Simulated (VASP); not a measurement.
Crystal: HfTaN2.

```
CELL_PARAMETERS angstrom
1.58632 0.91586 5.13439
-1.58632 0.91586 5.13439
0.00000 -1.83172 5.13439
ATOMIC_POSITIONS crystal
Hf 0.00000 0.00000 0.00000
Ta 0.50000 0.50000 0.50000
N 0.25030 0.25030 0.25030
N 0.74970 0.74970 0.74970
```

| Quantity | Value |
| --- | --- |
| Program | VASP 6.6.1 |
| Task | relaxation of cell and atoms |
| Functional | r2SCAN |
| Potentials or basis | VASP PAW PBE potentials, release 64 (Hf_pv, Ta_pv, N) |
| Cutoff | 600 eV |
| k mesh | 8 × 8 × 8 |
| Occupations | gaussian, width 0.05 eV |
| Spin | no spin polarisation |

At the start: pressure -4.1 GPa; volume 11.19 Å³/atom.

Q: Where does the relaxation end?

A: Over 7 steps the energy falls by 2.7 meV/atom and the volume is 11.04 Å³/atom (-1.3 %); space group R-3m (No. 166, to 0.1 Å) before and after.

Step by step:
| step | energy change (eV) | largest force (eV/Å) | pressure (GPa) | volume (Å³) |
| --- | --- | --- | --- | --- |
| 1 | 0.0000 | 0.0640 | -4.12 | 44.76 |
| 2 | 0.0267 | 0.0225 | 9.78 | 42.92 |
| 3 | -0.0089 | 0.0340 | 0.25 | 44.13 |
| 4 | -0.0106 | 0.0214 | 0.06 | 44.16 |
| 5 | -0.0108 | 0.0173 | -0.01 | 44.17 |
| 6 | -0.0108 | 0.0162 | -0.02 | 44.17 |
| 7 | -0.0108 | 0.0073 | 0.04 | 44.16 |

Final structure:
```
Hf Ta N
1.0
     1.57282    0.90807    5.15341
    -1.57282    0.90807    5.15341
     0.00000   -1.81613    5.15341
Hf Ta N
1 1 2
Direct
  0.00000 0.00000 0.00000
  0.50000 0.50000 0.50000
  0.25057 0.25057 0.25057
  0.74943 0.74943 0.74943
```

Caveat: the PAW data sets were made with another functional, which shifts forces and pressure a little.
